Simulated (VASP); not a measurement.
A run of VASP 6.6.1:

The input POSCAR:

```
Sn2Pt
1.0
    0.0000000000      3.2825956000      3.2825956000
    3.2825956000      0.0000000000      3.2825956000
    3.2825956000      3.2825956000      0.0000000000
Sn Pt
2 1
Direct
    0.2500000000      0.2500000000      0.2500000000
    0.7500000000      0.7500000000      0.7500000000
    0.0000000000      0.0000000000      0.0000000000
```

File INCAR.step1:

```
SYSTEM = Sn2Pt
  PREC = Accurate
  ENCUT = 520
  ISMEAR = -1
  SIGMA = 0.1
  LREAL = .False.
  LASPH = .True.
  NELM = 100
  NBANDS = 26
  GGA = PE
  ALGO = Normal
  EDIFF = 1E-4
  LWAVE = .True.
  LCHARG = .False.
```

The input INCAR.step2:

```
SYSTEM = Sn2Pt
  PREC = Accurate
  ENCUT = 520
  EDIFF = 1E-7
  ISMEAR = -1
  SIGMA = 0.1
  LREAL = .False.
  LASPH = .True.
  NELM = 100
  ALGO = Normal
  ISIF = 2
  LWAVE = .False.
  LCHARG = .False.
  METAGGA = R2SCAN
  LMIXTAU = .True.
  NBANDS = 26
  ISTART = 1
```

File KPOINTS:

```
regular mesh
0
Gamma
  9 9 9
  0 0 0
```

Potentials or basis: VASP PAW PBE potentials, release 64 (Sn_d, Pt).

Launch:

```bash
$ cat potpaw_PBE.64/Sn_d/POTCAR potpaw_PBE.64/Pt/POTCAR > POTCAR
$ cp INCAR.step1 INCAR
$ mpirun -np 1 vasp_std > vasp.out
$ cp INCAR.step2 INCAR
$ mpirun -np 1 vasp_std > vasp.out
```

Hardware: 1 thread of Intel(R) Xeon(R) 6975P-C (Granite Rapids), with other jobs on the host.

How long does it take, and how much memory?

It took 2.3 min on 1 thread of Intel(R) Xeon(R) 6975P-C (Granite Rapids), with other jobs on the host, peak memory 0.25 GiB. Counts: k points 35.
